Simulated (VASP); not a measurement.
Set up this calculation in VASP 6.6.1, as the native input.

```yaml
Task: relaxation of cell and atoms
Functional: HSE06
Potentials_or_basis: VASP PAW PBE potentials, release 64 (Ba_sv, Te)
Cutoff: 600 eV
k_mesh: 4 × 4 × 4
Occupations: fermi-dirac, width 0.02 eV
Spin: no spin polarisation
Dipole_correction: no
Grid_for_exact_exchange_PRECFOCK: Normal
Further_INCAR_settings: ALGO = Normal; EDIFF = 1e-06; IBRION = 2; EDIFFG = -0.005; NSW = 80; ISIF = 3
Share_of_exact_exchange: 0.25
Screening_parameter: 0.2079 1/Å
```

The system is BaTe.

```xyz
2
Lattice="0.0000 3.5324 3.5324 3.5324 0.0000 3.5324 3.5324 3.5324 0.0000" Properties=species:S:1:pos:R:3 pbc="T T T"
Ba    0.0000    0.0000    0.0000
Te    3.5324    3.5324    3.5324
```

These files were run (other wordings do the same):

POSCAR

```
BaTe
1.0
    0.0000000000      3.5323793482      3.5323793482
    3.5323793482      0.0000000000      3.5323793482
    3.5323793482      3.5323793482      0.0000000000
Ba Te
1 1
Direct
    0.0000000000      0.0000000000      0.0000000000
    0.5000000000      0.5000000000      0.5000000000
```

INCAR.step1

```
PREC = Accurate
ENCUT = 600
EDIFF = 1E-5
ISMEAR = -1
SIGMA = 0.02
LREAL = F
LASPH = T
NELM = 80
ALGO = Normal
LWAVE = T
LCHARG = F
GGA = PE
NBANDS = 15
```

INCAR.step2

```
PREC = Accurate
ENCUT = 600
EDIFF = 1E-6
ISMEAR = -1
SIGMA = 0.02
LREAL = F
LASPH = T
NELM = 80
ALGO = Normal
ISIF = 3
LWAVE = F
LCHARG = F
GGA = PE
LHFCALC = T
HFSCREEN = 0.2079
PRECFOCK = Normal
IBRION = 2
NSW = 80
EDIFFG = -0.005
ISTART = 1
```

KPOINTS

```
regular mesh
0
Gamma
  4 4 4
```

Potentials or basis: VASP PAW PBE potentials, release 64 (Ba_sv, Te).

Launch:

```sh
$ cat potpaw_PBE.64/Ba_sv/POTCAR potpaw_PBE.64/Te/POTCAR > POTCAR
$ cp INCAR.step1 INCAR
$ mpirun -np 1 vasp_std > vasp.out
$ cp INCAR.step2 INCAR
$ mpirun -np 1 vasp_std > vasp.out
```

It gave:

```
Relaxed volume                        : 44.04 Å³/atom
Relaxed cell                          : a = 4.994 Å, b = 4.994 Å, c = 4.994 Å, α = 60.00°, β = 60.00°, γ = 60.00°
Space group after relaxing (to 0.1 Å) : Fm-3m (No. 225)
Energy gained by relaxing             : 0.0 meV/atom
Ionic steps                           : 2
Pressure after relaxing               : 0.0 GPa
Band gap on the k mesh                : 2.30 eV (least direct gap 2.72 eV)
```

Caveat: the PAW data sets were made with another functional, which shifts forces and pressure a little; spin-orbit coupling is left out, which moves the levels of the heavy elements.

Wall time 26 min on 1 thread of Intel Xeon 8259CL, with other jobs on the host, peak memory 0.38 GiB.
